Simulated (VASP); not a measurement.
# KTaO3 (P4/mmm) in VASP: notebook

Runs on KTaO3. Level: PBEsol. Tasks: single point.

Program: VASP 6.6.1. These are calculated values, not measurements. Logs are shortened: lines on timing, memory, paths and dates and some standing lists are left out, and cuts for length are marked.

## 1. The cell of the first run

The structure is tetragonal, space group P4/mmm (No. 123). The conventional cell has a = 4.110 Å, b = 4.110 Å, c = 3.948 Å, α = 90.00°, β = 90.00°, γ = 90.00°. K (site symmetry 4/mmm) has 12 O at 2.85 to 2.91 Å and 8 Ta at 3.51 Å and 6 K at 3.95 to 4.11 Å within 4.2 Å. Within 2.6 Å of Ta (site symmetry 4/mmm) lie 6 O at 1.97 to 2.05 Å. O (site symmetry mmm) has 2 Ta at 2.05 Å within 2.7 Å. O (site symmetry 4/mmm) has 2 Ta at 1.97 Å within 2.6 Å.

## 2. Single point, PBEsol (13.33 Å³/atom)

INCAR reads:

```
PREC = Accurate
ENCUT = 520
EDIFF = 1E-6
ISMEAR = 0
SIGMA = 0.05
LREAL = False
LASPH = True
NELM = 100
ALGO = Normal
ISIF = 2
LWAVE = False
LCHARG = False
GGA = PS
NBANDS = 27
```

KPOINTS reads:

```
Automatic mesh
0
Gamma
  8 8 8
```

POSCAR reads:

```
KTaO3
1.0
    4.1096687121      0.0000000000      0.0000000000
    0.0000000000      4.1096687121      0.0000000000
    0.0000000000      0.0000000000      3.9477477649
K Ta O
1 1 3
Direct
    0.5000000000      0.5000000000      0.5000000000
    0.0000000000      0.0000000000      0.0000000000
    0.5000000000      0.0000000000      0.0000000000
    0.0000000000      0.5000000000      0.0000000000
    0.0000000000      0.0000000000      0.5000000000
```

Potentials or basis: VASP PAW PBE potentials, release 64 (K_sv, Ta_pv, O).

Run with:

```bash
$ cat potpaw_PBE.64/K_sv/POTCAR potpaw_PBE.64/Ta_pv/POTCAR potpaw_PBE.64/O/POTCAR > POTCAR
$ mpirun -np 1 vasp_std > vasp.out
```

OUTCAR:

```text
PREC = Accurate
   ENCUT = 520
   EDIFF = 1E-6
   ISMEAR = 0
   LREAL = False
   LASPH = True
   NELM = 100
   ISIF = 2
   GGA = PS

 ion  position               nearest neighbor table
   1  0.500  0.500  0.500-   3 2.85   4 2.85   3 2.85   4 2.85   3 2.85   3 2.85   4 2.85   4 2.85
                             2 3.51   2 3.51   2 3.51   2 3.51   2 3.51   2 3.51   2 3.51   2 3.51
   2  0.000  0.000  0.000-   5 1.97   5 1.97   3 2.05   4 2.05   4 2.05   3 2.05   1 3.51   1 3.51
                             1 3.51   1 3.51   1 3.51   1 3.51   1 3.51   1 3.51
   3  0.500  0.000  0.000-   2 2.05   2 2.05   1 2.85   1 2.85   1 2.85   1 2.85
   4  0.000  0.500  0.000-   2 2.05   2 2.05   1 2.85   1 2.85   1 2.85   1 2.85
   5  0.000  0.000  0.500-   2 1.97   2 1.97

  LATTYP: Found a simple tetragonal cell.
 ALAT       =     4.1096687121
 C/A-ratio  =     0.9606000000

  Lattice vectors:

 A1 = (   4.1096687121,   0.0000000000,   0.0000000000)
 A2 = (   0.0000000000,   4.1096687121,   0.0000000000)
 A3 = (   0.0000000000,   0.0000000000,   3.9477477649)

Analysis of symmetry for initial positions (statically):
=====================================================================
 Subroutine PRICEL returns:
 Original cell was already a primitive cell.

 Routine SETGRP: Setting up the symmetry group for a
 simple tetragonal supercell.

 Subroutine GETGRP returns: Found 16 space group operations
 (whereof 16 operations were pure point group operations)
 out of a pool of 16 trial point group operations.

The static configuration has the point symmetry D_4h.

Analysis of symmetry for dynamics (positions and initial velocities):
=====================================================================
 Subroutine PRICEL returns:
 Original cell was already a primitive cell.

 Routine SETGRP: Setting up the symmetry group for a
 simple tetragonal supercell.

 Subroutine GETGRP returns: Found 16 space group operations
 (whereof 16 operations were pure point group operations)
 out of a pool of 16 trial point group operations.

The dynamic configuration has the point symmetry D_4h.

 Subroutine INISYM returns: Found 16 space group operations
 (whereof 16 operations are pure point group operations),
 and found     1 'primitive' translations

----------------------------------------------------------------------------------------

                                     Primitive cell

  volume of cell :      66.6750

  direct lattice vectors                    reciprocal lattice vectors
     4.109668712  0.000000000  0.000000000     0.243328616  0.000000000  0.000000000
     0.000000000  4.109668712  0.000000000     0.000000000  0.243328616  0.000000000
     0.000000000  0.000000000  3.947747765     0.000000000  0.000000000  0.253308990

  length of vectors
     4.109668712  4.109668712  3.947747765     0.243328616  0.243328616  0.253308990

  position of ions in fractional coordinates (direct lattice)
     0.500000000  0.500000000  0.500000000
     0.000000000  0.000000000  0.000000000
     0.500000000  0.000000000  0.000000000
     0.000000000  0.500000000  0.000000000
     0.000000000  0.000000000  0.500000000

  ion indices of the primitive-cell ions
   primitive index   ion index
                 1           1
                 2           2
                 3           3
                 4           4
                 5           5

----------------------------------------------------------------------------------------

 KPOINTS: Automatic mesh

Automatic generation of k-mesh.
 Grid dimensions read from file:
 generate k-points for:    8    8    8

 Generating k-lattice:

  Cartesian coordinates                     Fractional coordinates (reciprocal lattice)
     0.030416077  0.000000000  0.000000000     0.125000000  0.000000000  0.000000000
     0.000000000  0.030416077  0.000000000     0.000000000  0.125000000  0.000000000
     0.000000000  0.000000000  0.031663624     0.000000000  0.000000000  0.125000000

  Length of vectors
     0.030416077  0.030416077  0.031663624

  Shift w.r.t. Gamma in fractional coordinates (k-lattice)
     0.000000000  0.000000000  0.000000000

 Subroutine IBZKPT returns following result:
 ===========================================

 Found     75 irreducible k-points:

 Following reciprocal coordinates:
            Coordinates               Weight
  0.000000  0.000000  0.000000      1.000000
  0.125000  0.000000  0.000000      4.000000
  0.250000  0.000000  0.000000      4.000000
  0.375000  0.000000  0.000000      4.000000
  0.500000  0.000000  0.000000      2.000000
  0.125000  0.125000  0.000000      4.000000
[... 16 lines left out ...]
  0.375000  0.125000  0.125000     16.000000
  0.500000  0.125000  0.125000      8.000000
 [... further k-points ...]
   k-points           NKPTS =     75   k-points in BZ     NKDIM =     75   number of bands    NBANDS=     27
   number of dos      NEDOS =    301   number of ions     NIONS =      5
   total plane-waves  NPLWV =  30720
   dimension x,y,z NGX =    32 NGY =   32 NGZ =   30
   dimension x,y,z NGXF=    64 NGYF=   64 NGZF=   60
   ions per type =               1   1   3
   NGX,Y,Z   is equivalent  to a cutoff of  12.94, 12.94, 12.63 a.u.
   NGXF,Y,Z  is equivalent  to a cutoff of  25.89, 25.89, 25.27 a.u.
 SYSTEM =  unknown system
   PREC   = accura    normal or accurate (medium, high low for compatibility)
   ISTART =      0    job   : 0-new  1-cont  2-samecut
   ICHARG =      2    charge: 1-file 2-atom 10-const
   ISPIN  =      1    spin polarized calculation?
   LNONCOLLINEAR =      F non collinear calculations
   LSORBIT =      F    spin-orbit coupling
   LASPH  =      T    aspherical Exc in radial PAW
   ENCUT  =  520.0 eV  38.22 Ry    6.18 a.u.   7.64  7.64  7.34*2*pi/ulx,y,z
   NELM   =    100;   NELMIN=  2; NELMDL= -5     # of ELM steps
   EDIFF  = 0.1E-05   stopping-criterion for ELM
   LREAL  =      F    real-space projection
   EDIFFG = 0.1E-04   stopping-criterion for IOM
   NSW    =      0    number of steps for IOM
   IBRION =     -1    ionic relax: 0-MD 1-quasi-New 2-CG
   NFREE  =      0    steps in history (QN), initial steepest desc. (CG)
   ISIF   =      2    stress and relaxation
   ISYM   =      2    0-nonsym 1-usesym 2-fastsym
   POTIM  = 0.5000    time-step for ionic-motion
   TEBEG  =    0.0;   TEEND  =   0.0 temperature during run
   PSTRESS=    0.0 pullay stress
   NELECT =      38.0000    total number of electrons
   NUPDOWN=      -1.0000    fix difference up-down
   EMIN   =  10.00;   EMAX   =-10.00  energy-range for DOS
   EFERMI =   0.00;   METHOD = LEGACY
   ISMEAR =     0;   SIGMA  =   0.05  broadening in eV -4-tet -1-fermi 0-gaus
   EFERMI_NEDOS =   21; number of points for ismear=-14 and -15
   IALGO  =     38    algorithm
   IMIX   =      4    mixing-type and parameters
     AMIX     =   0.40;   BMIX     =  1.00
     AMIX_MAG =   1.60;   BMIX_MAG =  1.00
  volume/ion in A,a.u.               =      13.33        89.99
  Fermi-wavevector in a.u.,A,eV,Ry     =   1.357318  2.564960 25.066188  1.842313
  Thomas-Fermi vector in A             =   2.484247
   LORBIT       =      0    0 simple, 1 ext, 2 COOP (PROOUT), +10 PAW based schemes
   GGA     = PS    functional components
   LHFCALC =     F    Hartree Fock is set to
   AEXX    =    0.0000 exact exchange contribution
   IVDW    =     0    specifies the selected vdW correction
   LEPSILON=     F    determine dielectric tensor
   LRPA    =     F    only Hartree local field effects (RPA)
 non-spin polarized calculation
 Gauss-broadening in eV      SIGMA  =   0.05
  energy-cutoff  :      520.00
  volume of cell :       66.67
 maximum number of plane-waves:      1815
 NGX is ok and might be reduce to    32
   NGX = 15   NGY = 15   NGZ = 15

 number of electron      38.0000011 magnetization

 Free energy of the ion-electron system (eV)
  ---------------------------------------------------
  ext. energy  EPLUGINS =         0.00000000
  ---------------------------------------------------
  free energy    TOTEN  =       -42.76255299 eV

  energy without entropy =      -42.76255299  energy(sigma->0) =      -42.76255299

 E-fermi :   1.6057     XC(G=0): -10.8781

 val. band max:        1.3659534593   @ k =   0.5000   0.5000   0.5000
 cond. band min:       3.2729666269   @ k =   0.0000   0.0000   0.0000
 fundamental gap:      1.9070131675
 Fermi energy:         1.6056549787

 k-point     1 :       0.0000    0.0000    0.0000
  band No.  band energies     occupation
      1     -32.9965      2.00000
      2     -32.9383      2.00000
      3     -32.9383      2.00000
      4     -25.8252      2.00000
      5     -16.1133      2.00000
      6     -15.3369      2.00000
[... 19 lines left out ...]
     26       9.1553      0.00000
     27       9.3617      0.00000

 k-point     2 :       0.1250    0.0000    0.0000
  band No.  band energies     occupation
      1     -32.9961      2.00000
      2     -32.9470      2.00000
      3     -32.9380      2.00000
      4     -25.8222      2.00000
      5     -16.0990      2.00000
      6     -15.2983      2.00000
[... 19 lines left out ...]
     26       9.3377      0.00000
     27       9.5538      0.00000

 k-point     3 :       0.2500    0.0000    0.0000
  band No.  band energies     occupation
      1     -32.9954      2.00000
      2     -32.9680      2.00000
      3     -32.9372      2.00000
      4     -25.8150      2.00000
      5     -16.0801      2.00000
      6     -15.2536      2.00000
[... 594 lines left out ...]
      1     -33.0091      2.00000
      2     -32.9878      2.00000
      3     -32.9445      2.00000
      4     -25.8035      2.00000
      5     -15.8932      2.00000
      6     -15.1365      2.00000
[... 19 lines left out ...]
     26      10.6173      0.00000
     27      11.2978      0.00000

 k-point    24 :       0.5000    0.1250    0.1250
  band No.  band energies     occupation
      1     -33.0088      2.00000
      2     -32.9964      2.00000
      3     -32.9441      2.00000
      4     -25.8009      2.00000
      5     -15.8910      2.00000
      6     -15.1325      2.00000
[... 19 lines left out ...]
     26      10.8307      0.00000
     27      11.7775      0.00000

 [... further k-points ...]

------------------------ aborting loop because EDIFF is reached ----------------------------------------

  FORCE on cell =-STRESS in cart. coord.  units (eV):
  Direction    XX          YY          ZZ          XY          YZ          ZX
  --------------------------------------------------------------------------------------
  -------------------------------------------------------------------------------------
  Total       -5.2641396     -5.2641396      0.2271695      0.0000000     -0.0000000      0.0000000
  in kB     -126.4954650   -126.4954650      5.4588040      0.0000000     -0.0000000      0.0000000
  external PRESSURE =     -82.5107087 kB  Pullay stress =       0.0000000 kB

 VOLUME and BASIS-vectors are now :
 -----------------------------------------------------------------------------
  energy-cutoff  :      520.00
  volume of cell :       66.67
      direct lattice vectors                 reciprocal lattice vectors
     4.109668712  0.000000000  0.000000000     0.243328616  0.000000000  0.000000000
     0.000000000  4.109668712  0.000000000     0.000000000  0.243328616  0.000000000
     0.000000000  0.000000000  3.947747765     0.000000000  0.000000000  0.253308990

 POSITION                                       TOTAL-FORCE (eV/Angst)
 -----------------------------------------------------------------------------------
      2.05483      2.05483      1.97387         0.000000      0.000000      0.000000
      0.00000      0.00000      0.00000         0.000000      0.000000      0.000000
      2.05483      0.00000      0.00000         0.000000      0.000000      0.000000
      0.00000      2.05483      0.00000         0.000000      0.000000      0.000000
      0.00000      0.00000      1.97387         0.000000      0.000000      0.000000
 -----------------------------------------------------------------------------------
    total drift:                                0.000000      0.000000     -0.000000

  FREE ENERGIE OF THE ION-ELECTRON SYSTEM (eV)
  ---------------------------------------------------
  free  energy   TOTEN  =       -42.7625529863 eV

  energy  without entropy=      -42.7625529863  energy(sigma->0) =      -42.76255299
```

It took 64 s on 1 thread of AMD EPYC 9R45 (Zen 5), shared host; peak memory 0.24 GiB.

What came out:

| Property | Result |
| --- | --- |
| Free energy | -42.7626 eV |
| Pressure | -8.3 GPa |
| Band gap on the k mesh | 1.91 eV (least direct gap 2.54 eV) |

Levels at points of the mesh, in eV from the valence-band top:
```tsv
k point	band 17	band 18	band 19	band 20	band 21	band 22
(0.00, 0.00, 0.00)	-0.66	-0.66	-0.64	1.91	1.96	1.96
(0.50, 0.00, 0.00)	-1.47	-0.96	-0.84	2.09	4.46	4.46
(0.50, 0.50, 0.00)	-1.71	-1.71	-0.05	4.50	4.50	5.63
(0.00, 0.00, 0.50)	-1.39	-0.83	-0.83	2.08	4.96	4.96
(0.50, 0.00, 0.50)	-1.31	-1.29	-0.10	4.51	4.99	6.01
(0.50, 0.50, 0.50)	-0.05	-0.05	0.00	5.76	6.11	6.11
```

Caveat: the cell stands under tension; the PAW data sets were made with another functional, which shifts forces and pressure a little; spin-orbit coupling is left out, which moves the levels of the heavy elements.

(Part 1 of 2 ends here.)
